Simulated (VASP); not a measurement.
# Sb (R-3m) in VASP: further runs

Sb is run at these levels: LDA, RPBE+D4, PBE exchange alone; tasks: single point.

Program: VASP 6.6.1. These are calculated values, not measurements. Logs are shortened: lines on timing, memory, paths and dates and some standing lists are left out, and cuts for length are marked.

### Step 1. The cell of the first run

Symmetry: R-3m, No. 166, trigonal system. The conventional cell has a = 4.337 Å, b = 4.337 Å, c = 11.349 Å, α = 90.00°, β = 90.00°, γ = 120.00°. Sb (site symmetry 3m) has 6 Sb at 2.93 to 3.38 Å within 3.9 Å.

### Step 2. Single point, LDA

Input file INCAR:

```
SYSTEM = Sb
PREC = Accurate
ENCUT = 520
EDIFF = 1E-6
ISMEAR = -1
SIGMA = 0.05
LREAL = .FALSE.
LASPH = .TRUE.
NELM = 100
ALGO = Normal
ISIF = 2
LWAVE = .FALSE.
LCHARG = .FALSE.
NBANDS = 12
```

Input file KPOINTS:

```
regular mesh
0
G
  8 8 8
  0 0 0
```

Input file POSCAR:

```
Sb
1.0
    2.1684666409      1.2519647989      3.7828881425
   -2.1684666409      1.2519647989      3.7828881425
    0.0000000000     -2.5039295978      3.7828881425
Sb
2
Direct
    0.7665100000      0.7665100000      0.7665100000
    0.2334900000      0.2334900000      0.2334900000
```

Potentials or basis: VASP PAW LDA potentials, release 64 (Sb).

On the command line:

```console
$ cat potpaw_LDA.64/Sb/POTCAR > POTCAR
$ mpirun -np 1 vasp_std > vasp.out
```

OUTCAR:

```text
SYSTEM = Sb
   PREC = Accurate
   ENCUT = 520
   EDIFF = 1E-6
   ISMEAR = -1
   LREAL = .FALSE.
   LASPH = .TRUE.
   NELM = 100
   ISIF = 2

 ion  position               nearest neighbor table
   1  0.767  0.767  0.767-   2 2.93   2 2.93   2 2.93   2 3.38   2 3.38   2 3.38
   2  0.233  0.233  0.233-   1 2.93   1 2.93   1 2.93   1 3.38   1 3.38   1 3.38

  LATTYP: Found a trigonal (rhomboedric) cell.
 ALAT       =     4.5365081427
 COS(alpha) =     0.5430253624

  Lattice vectors:

 A1 = (   2.1684666409,   1.2519647989,   3.7828881425)
 A2 = (  -2.1684666409,   1.2519647989,   3.7828881425)
 A3 = (   0.0000000000,  -2.5039295978,   3.7828881425)

Analysis of symmetry for initial positions (statically):
=====================================================================
 Subroutine PRICEL returns:
 Original cell was already a primitive cell.

 Routine SETGRP: Setting up the symmetry group for a
 trigonal (rhombohedral) supercell.

 Subroutine GETGRP returns: Found 12 space group operations
 (whereof 12 operations were pure point group operations)
 out of a pool of 12 trial point group operations.

The static configuration has the point symmetry D_3d.

Analysis of symmetry for dynamics (positions and initial velocities):
=====================================================================
 Subroutine PRICEL returns:
 Original cell was already a primitive cell.

 Routine SETGRP: Setting up the symmetry group for a
 trigonal (rhombohedral) supercell.

 Subroutine GETGRP returns: Found 12 space group operations
 (whereof 12 operations were pure point group operations)
 out of a pool of 12 trial point group operations.

The dynamic configuration has the point symmetry D_3d.

 Subroutine INISYM returns: Found 12 space group operations
 (whereof 12 operations are pure point group operations),
 and found     1 'primitive' translations

----------------------------------------------------------------------------------------

                                     Primitive cell

  volume of cell :      61.6197

  direct lattice vectors                    reciprocal lattice vectors
     2.168466641  1.251964799  3.782888143     0.230577677  0.133124084  0.088116096
    -2.168466641  1.251964799  3.782888143    -0.230577677  0.133124084  0.088116096
     0.000000000 -2.503929598  3.782888143     0.000000000 -0.266248167  0.088116096

  length of vectors
     4.536508143  4.536508143  4.536508143     0.280450589  0.280450589  0.280450589

  position of ions in fractional coordinates (direct lattice)
     0.766510000  0.766510000  0.766510000
     0.233490000  0.233490000  0.233490000

  ion indices of the primitive-cell ions
   primitive index   ion index
                 1           1
                 2           2

----------------------------------------------------------------------------------------

 KPOINTS: regular mesh

Automatic generation of k-mesh.
 Grid dimensions read from file:
 generate k-points for:    8    8    8

 Generating k-lattice:

  Cartesian coordinates                     Fractional coordinates (reciprocal lattice)
     0.028822210  0.016640510  0.011014512     0.125000000  0.000000000 -0.000000000
    -0.028822210  0.016640510  0.011014512     0.000000000  0.125000000 -0.000000000
     0.000000000 -0.033281021  0.011014512    -0.000000000 -0.000000000  0.125000000

  Length of vectors
     0.035056324  0.035056324  0.035056324

  Shift w.r.t. Gamma in fractional coordinates (k-lattice)
     0.000000000  0.000000000  0.000000000

 Subroutine IBZKPT returns following result:
 ===========================================

 Found     65 irreducible k-points:

 Following reciprocal coordinates:
            Coordinates               Weight
  0.000000  0.000000  0.000000      1.000000
  0.125000  0.000000  0.000000      6.000000
  0.250000  0.000000  0.000000      6.000000
  0.375000  0.000000  0.000000      6.000000
  0.500000  0.000000  0.000000      3.000000
  0.125000  0.125000  0.000000      6.000000
[... 16 lines left out ...]
  0.250000  0.125000  0.125000      6.000000
  0.375000  0.125000  0.125000      6.000000
 [... further k-points ...]
   k-points           NKPTS =     65   k-points in BZ     NKDIM =     65   number of bands    NBANDS=     12
   number of dos      NEDOS =    301   number of ions     NIONS =      2
   total plane-waves  NPLWV =  46656
   dimension x,y,z NGX =    36 NGY =   36 NGZ =   36
   dimension x,y,z NGXF=    72 NGYF=   72 NGZF=   72
   ions per type =               2
   NGX,Y,Z   is equivalent  to a cutoff of  13.19, 13.19, 13.19 a.u.
   NGXF,Y,Z  is equivalent  to a cutoff of  26.39, 26.39, 26.39 a.u.
 SYSTEM =  Sb
   PREC   = accura    normal or accurate (medium, high low for compatibility)
   ISTART =      0    job   : 0-new  1-cont  2-samecut
   ICHARG =      2    charge: 1-file 2-atom 10-const
   ISPIN  =      1    spin polarized calculation?
   LNONCOLLINEAR =      F non collinear calculations
   LSORBIT =      F    spin-orbit coupling
   LASPH  =      T    aspherical Exc in radial PAW
   ENCUT  =  520.0 eV  38.22 Ry    6.18 a.u.   8.43  8.43  8.43*2*pi/ulx,y,z
   NELM   =    100;   NELMIN=  2; NELMDL= -5     # of ELM steps
   EDIFF  = 0.1E-05   stopping-criterion for ELM
   LREAL  =      F    real-space projection
   EDIFFG = 0.1E-04   stopping-criterion for IOM
   NSW    =      0    number of steps for IOM
   IBRION =     -1    ionic relax: 0-MD 1-quasi-New 2-CG
   NFREE  =      0    steps in history (QN), initial steepest desc. (CG)
   ISIF   =      2    stress and relaxation
   ISYM   =      2    0-nonsym 1-usesym 2-fastsym
   POTIM  = 0.5000    time-step for ionic-motion
   TEBEG  =    0.0;   TEEND  =   0.0 temperature during run
   PSTRESS=    0.0 pullay stress
   NELECT =      10.0000    total number of electrons
   NUPDOWN=      -1.0000    fix difference up-down
   EMIN   =  10.00;   EMAX   =-10.00  energy-range for DOS
   EFERMI =   0.00;   METHOD = LEGACY
   ISMEAR =    -1;   SIGMA  =   0.05  broadening in eV -4-tet -1-fermi 0-gaus
   EFERMI_NEDOS =   21; number of points for ismear=-14 and -15
   IALGO  =     38    algorithm
   IMIX   =      4    mixing-type and parameters
     AMIX     =   0.40;   BMIX     =  1.00
     AMIX_MAG =   1.60;   BMIX_MAG =  1.00
  volume/ion in A,a.u.               =      30.81       207.92
  Fermi-wavevector in a.u.,A,eV,Ry     =   0.892966  1.687461 10.849128  0.797388
  Thomas-Fermi vector in A             =   2.014983
   LORBIT       =      0    0 simple, 1 ext, 2 COOP (PROOUT), +10 PAW based schemes
   GGA     = CA    functional components
   LHFCALC =     F    Hartree Fock is set to
   AEXX    =    0.0000 exact exchange contribution
   IVDW    =     0    specifies the selected vdW correction
   LEPSILON=     F    determine dielectric tensor
   LRPA    =     F    only Hartree local field effects (RPA)
 non-spin polarized calculation
  energy-cutoff  :      520.00
  volume of cell :       61.62
 maximum number of plane-waves:      1671
 NGX is ok and might be reduce to    36
   NGX = 17   NGY = 17   NGZ = 17

 number of electron      10.0000000 magnetization

 Free energy of the ion-electron system (eV)
  ---------------------------------------------------
  ext. energy  EPLUGINS =         0.00000000
  ---------------------------------------------------
  free energy    TOTEN  =        -9.61473256 eV

  energy without entropy =       -9.61218340  energy(sigma->0) =       -9.61345798

 E-fermi :   6.9374     XC(G=0):  -9.6359

 val. band max:        6.9349603836   @ k =   0.3750   0.1250   0.1250
 cond. band min:       7.0340992864   @ k =   0.3750   0.1250   0.1250
 fundamental gap:      0.0991389029
 Fermi energy:         6.9374424322

 k-point     1 :       0.0000    0.0000    0.0000
  band No.  band energies     occupation
      1      -5.6969      2.00000
      2       1.8916      2.00000
      3       4.8845      2.00000
      4       5.1369      2.00000
      5       5.1369      2.00000
      6       8.9273      0.00000
      7       9.5230      0.00000
      8       9.5230      0.00000
      9      11.9874      0.00000
     10      11.9874      0.00000
     11      12.1266      0.00000
     12      13.4870      0.00000

 k-point     2 :       0.1250    0.0000    0.0000
  band No.  band energies     occupation
      1      -5.5285      2.00000
      2       1.2302      2.00000
      3       4.9249      2.00000
      4       5.0995      2.00000
      5       5.3672      2.00000
      6       8.8080      0.00000
      7       9.0863      0.00000
      8       9.1413      0.00000
      9      11.4693      0.00000
     10      11.9055      0.00000
     11      12.0845      0.00000
     12      14.5222      0.00000

 k-point     3 :       0.2500    0.0000    0.0000
  band No.  band energies     occupation
      1      -5.0288      2.00000
      2      -0.1457      2.00000
      3       4.9442      2.00000
      4       5.0343      2.00000
      5       5.7851      2.00000
      6       8.0978      0.00000
      7       8.2379      0.00000
      8       8.3389      0.00000
      9      11.7872      0.00000
     10      12.3927      0.00000
     11      12.8906      0.00000
     12      16.4517      0.00000

 k-point     4 :       0.3750    0.0000    0.0000
  band No.  band energies     occupation
      1      -4.2220      2.00000
      2      -1.6220      2.00000
      3       5.0063      2.00000
      4       5.0384      2.00000
      5       6.1602      2.00000
      6       7.2847      0.00192
      7       7.4047      0.00017
      8       7.6665      0.00000
      9      12.9513      0.00000
     10      13.8323      0.00000
     11      14.3197      0.00000
     12      16.6768      0.00000

 k-point     5 :       0.5000    0.0000    0.0000
  band No.  band energies     occupation
      1      -3.4044      2.00000
      2      -2.6819      2.00000
      3       5.0074      2.00000
      4       5.1174      2.00000
      5       6.6110      1.99708
      6       6.6364      1.99516
      7       7.0633      0.14927
      8       7.4093      0.00016
      9      14.3704      0.00000
     10      14.9692      0.00000
     11      15.7908      0.00000
     12      15.8429      0.00000
[... 228 lines left out ...]
      1      -3.4148      2.00000
      2      -1.1317      2.00000
      3       1.5753      2.00000
      4       3.2436      2.00000
      5       3.3286      2.00000
      6       8.4804      0.00000
      7      11.6660      0.00000
      8      12.2577      0.00000
      9      13.5590      0.00000
     10      15.4110      0.00000
     11      16.7731      0.00000
     12      17.1264      0.00000

 k-point    22 :       0.1250    0.1250    0.1250
  band No.  band energies     occupation
      1      -5.5597      2.00000
      2       1.1718      2.00000
      3       5.1714      2.00000
      4       5.1714      2.00000
      5       5.3524      2.00000
      6       8.8205      0.00000
      7       9.0660      0.00000
      8       9.0660      0.00000
      9      11.7519      0.00000
     10      12.1836      0.00000
     11      12.1836      0.00000
     12      14.2717      0.00000

 k-point    23 :       0.2500    0.1250    0.1250
  band No.  band energies     occupation
      1      -5.3031      2.00000
      2       0.4720      2.00000
      3       4.1923      2.00000
      4       5.4745      2.00000
      5       6.2801      2.00000
      6       8.0118      0.00000
      7       8.1012      0.00000
      8       9.7915      0.00000
      9      11.6445      0.00000
     10      12.1454      0.00000
     11      12.9268      0.00000
     12      14.2445      0.00000

 k-point    24 :       0.3750    0.1250    0.1250
  band No.  band energies     occupation
      1      -4.7242      2.00000
      2      -0.6717      2.00000
      3       3.6159      2.00000
      4       5.4049      2.00000
      5       6.9350      1.02482
      6       7.0341      0.25281
      7       7.5634      0.00001
      8       9.8507      0.00000
      9      11.8708      0.00000
     10      12.8407      0.00000
     11      14.0228      0.00000
     12      15.6626      0.00000

 [... further k-points ...]
[... 5 lines left out ...]
  --------------------------------------------------------------------------------------
  -------------------------------------------------------------------------------------
  Total       -0.7278462     -0.7278462     -0.8503315      0.0000000     -0.0000000      0.0000000
  in kB      -18.9247684    -18.9247684    -22.1095152      0.0000000     -0.0000000      0.0000000
  external PRESSURE =     -19.9863507 kB  Pullay stress =       0.0000000 kB

 VOLUME and BASIS-vectors are now :
 -----------------------------------------------------------------------------
  energy-cutoff  :      520.00
  volume of cell :       61.62
      direct lattice vectors                 reciprocal lattice vectors
     2.168466641  1.251964799  3.782888143     0.230577677  0.133124084  0.088116096
    -2.168466641  1.251964799  3.782888143    -0.230577677  0.133124084  0.088116096
     0.000000000 -2.503929598  3.782888143     0.000000000 -0.266248167  0.088116096

 POSITION                                       TOTAL-FORCE (eV/Angst)
 -----------------------------------------------------------------------------------
      0.00000      0.00000      8.69886         0.000000      0.000000      0.025632
      0.00000      0.00000      2.64980         0.000000     -0.000000     -0.025632
 -----------------------------------------------------------------------------------
    total drift:                                0.000000     -0.000000     -0.000000

  FREE ENERGIE OF THE ION-ELECTRON SYSTEM (eV)
  ---------------------------------------------------
  free  energy   TOTEN  =        -9.6147325644 eV

  energy  without entropy=       -9.6121834040  energy(sigma->0) =       -9.61345798
```

It took 16 s on 1 thread of Intel Xeon 6975P-C (Granite Rapids), shared host; peak memory 0.18 GiB.

What came out:

```
Free energy            : -9.6147 eV
Pressure               : -2.0 GPa
Largest force          : 0.026 eV/Å
Band gap on the k mesh : zero (band 5 reaches 6.93 eV, above the bottom of band 6 at 6.64 eV)
```

Forces on the atoms (eV/Å):
```
Sb   0.000  0.000  0.026
Sb   0.000  0.000 -0.026
```

Caveat: spin-orbit coupling is left out, which moves the levels of the heavy elements.

(Continued in part 2 of 3.)
